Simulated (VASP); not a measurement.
Write the native input for VASP 6.6.1 that does the following.

- Task: single point
- Functional: PBE
- Dispersion: D3(BJ)
- Potentials or basis: VASP PAW PBE potentials, release 64 (Co)
- Cutoff: 520 eV
- k mesh: 18 × 18 × 10
- Occupations: gaussian, width 0.1 eV
- Spin: collinear spin, ferromagnetic start
- Starting moments: [1.84, 1.84] μB
- Dipole correction: no
- Further INCAR settings: ALGO = Fast; EDIFF = 1e-07; NBANDS = 20

The structure of Co lies in POSCAR:

```
Co
1.0
    2.4690747612      0.0000000000      0.0000000000
   -1.2345373806      2.1382814670      0.0000000000
    0.0000000000      0.0000000000      3.9936110730
Co
2
Direct
    0.3333333333      0.6666666667      0.2500000000
    0.6666666667      0.3333333333      0.7500000000
```

One way to write it, as run:

INCAR

```
PREC     = Accurate       # precision mode
ENCUT    = 520            # plane-wave cutoff, eV
EDIFF    = 1E-7           # SCF threshold, eV
ISMEAR   = 0              # smearing method
SIGMA    = 0.1            # smearing width, eV
LREAL    = False          # projectors in reciprocal space
LASPH    = True           # aspherical terms in the spheres
NELM     = 150            # most SCF steps
ALGO     = Fast           # electronic algorithm
ISIF     = 2              # what is computed and relaxed
LWAVE    = False          # write WAVECAR
LCHARG   = False          # write CHGCAR
ISPIN    = 2              # spin polarisation
MAGMOM   = 1.84 1.84      # initial moments
LORBIT   = 11             # projections on sites
LMAXMIX  = 4              # l up to which the mixer works
GGA      = PE             # functional
IVDW     = 12             # dispersion correction
NBANDS   = 20             # bands
```

KPOINTS

```
regular mesh
0
Gamma
  18 18 10
```

Potentials or basis: VASP PAW PBE potentials, release 64 (Co).

The run is started by

```bash
$ cat potpaw_PBE.64/Co/POTCAR > POTCAR
$ mpirun -np 1 vasp_std > vasp.out
```

Results of the run:

| Item | Value |
| --- | --- |
| Pressure | -0.9 GPa |
| Net moment | 3.16 μB per cell |
| Site moments | Co +1.59 μB |
| Valence electrons inside the program's atomic spheres | Co 8.33 |
| Dispersion energy per atom | -0.429 eV |

Run time: 2.1 min on 1 thread of Intel(R) Xeon(R) Platinum 8375C CPU @ 2.90GHz (Ice Lake), with other jobs on the host, peak memory 0.25 GiB.
